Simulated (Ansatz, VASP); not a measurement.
Pb: VASP beside Ansatz

```
Pb
1.0
     0.00000    2.14092    2.14092
     2.14092    0.00000    2.14092
     2.14092    2.14092    0.00000
Pb
1
Cartesian
  0.0000 0.0000 0.0000
```

Change from the starting cell: volume scaled by 0.613, to set the pressure.

Alike in both runs: task single point; functional PBE; k mesh 15 × 15 × 15; occupations fermi-dirac, width 0.05 eV; no spin polarisation.

|  | VASP | Ansatz |
| --- | --- | --- |
| version | VASP 6.6.1 | Ansatz 0.2.0 |
| potentials or method | VASP PAW PBE potentials, release 64 (Pb_d) | PAW with Ansatz's default frozen-core files, scalar-relativistic |
| plane-wave cutoff (eV) | 520 | 420 |
| valence electrons in the cell | 14 | 14 |

```csv
,VASP,Ansatz,Ansatz less VASP
pressure (GPa),63.9,64.0,+0.13
```

Both programs put the cell under a high pressure, so it lies far from rest at this level.

Neither program's run includes spin-orbit coupling. Noted on VASP's run: the cell as given lies far from equilibrium.
